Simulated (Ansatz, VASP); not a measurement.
## BP in VASP and in Ansatz

```
B P
1.0
     0.00000    2.27350    2.27350
     2.27350    0.00000    2.27350
     2.27350    2.27350    0.00000
B P
1 1
Direct
  0.00000 0.00000 0.00000
  0.75000 0.75000 0.75000
```

Alike in both runs: task single point; functional PBE; k mesh 8 × 8 × 8; occupations gaussian, width 0.05 eV; no spin polarisation.

|  | VASP | Ansatz |
| --- | --- | --- |
| version | VASP 6.6.1 | Ansatz 0.2.0 |
| potentials or method | VASP PAW PBE potentials, release 64 (B, P), cutoff 520 eV | scalar-relativistic, plane waves, PAW |
| valence electrons in the cell | 8 | 8 |

Ansatz gave:

| Quantity | Value |
| --- | --- |
| gap on the k mesh at the Fermi level (eV) | 1.28 |
| least direct gap on the mesh (eV) | 3.39 |
| pressure (GPa) | 0.2 |

Problem. What did VASP give for the same quantities?

Solution. gap on the k mesh at the Fermi level (eV): 1.28; least direct gap on the mesh (eV): 3.39; pressure (GPa): -0.1.
